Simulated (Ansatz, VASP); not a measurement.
# KTaO3 in VASP and in Ansatz

File INCAR:

```
SYSTEM = KTaO3
ALGO = Normal
EDIFF = 1E-6
ENCUT = 520
ISIF = 2
ISMEAR = -1
LASPH = .True.
LCHARG = .False.
LREAL = .False.
LWAVE = .False.
NBANDS = 27
NELM = 100
PREC = Accurate
SIGMA = 0.01
```

KPOINTS

```
k-points
0
Gamma
  5 5 5
  0 0 0
```

POSCAR

```
KTaO3
1.0
    3.9085340000      0.0000000000      0.0000000000
    0.0000000000      3.9085340000      0.0000000000
    0.0000000000      0.0000000000      3.9883000000
K Ta O
1 1 3
Direct
    0.5000000000      0.5000000000      0.5000000000
    0.0000000000      0.0000000000      0.0000000000
    0.5000000000      0.0000000000      0.0000000000
    0.0000000000      0.5000000000      0.0000000000
    0.0000000000      0.0000000000      0.5000000000
```

Input for Ansatz:

```yaml
crystal:
  lattice:
    - [3.908534, 0.0, 0.0]
    - [0.0, 3.908534, 0.0]
    - [0.0, 0.0, 3.9883]
  atoms:
    - { symbol: K, position: [0.5, 0.5, 0.5] }
    - { symbol: Ta, position: [0.0, 0.0, 0.0] }
    - { symbol: O, position: [0.5, 0.0, 0.0] }
    - { symbol: O, position: [0.0, 0.5, 0.0] }
    - { symbol: O, position: [0.0, 0.0, 0.5] }
kpoints:
  mp_grid: { grid: [5, 5, 5] }
  band_path:
    path:
      - [0.0, 0.0, 0.0]
      - [0.0, 0.5, 0.0]
      - [0.5, 0.5, 0.0]
      - [0.0, 0.0, 0.0]
      - [0.0, 0.0, 0.5]
      - [0.0, 0.5, 0.5]
      - [0.5, 0.5, 0.5]
      - [0.0, 0.0, 0.5]
      - [0.0, 0.5, 0.0]
    npoints: 5
scf:
  occupations: { method: fermi_dirac, width: 0.01 }
hamiltonian:
  xc: lda
  pseudopotentials: { kind: all_electron, lapw: { basis_error: 0.0005 } }
output:
  forces: true
  stress: true
  eigenvalues: true
```

Change from the starting cell: equal xx and yy strain of -2 %.

Alike in both runs: task single point; functional LDA; k mesh 5 × 5 × 5; occupations fermi-dirac, width 0.01 eV; no spin polarisation.

|  | VASP | Ansatz |
| --- | --- | --- |
| version | VASP 6.6.1 | Ansatz 0.2.0 |
| potentials or method | VASP PAW LDA potentials, release 64 (K_sv, Ta_pv, O), cutoff 520 eV | all-electron LAPW, scalar-relativistic |

```csv
,VASP,Ansatz,Ansatz less VASP
gap on the k mesh at the Fermi level (eV),2.20,2.26,+0.058
pressure (GPa),4.5,3.1,-1.40
"traceless stress, the component that is largest in VASP (GPa)",-5.78,-5.63,+0.148
```

LDA's correlation is that of Perdew and Zunger in VASP and of Perdew and Wang (1992) in Ansatz. Ansatz ran all-electron here, and VASP with PAW potentials.

Spin-orbit coupling is off throughout.
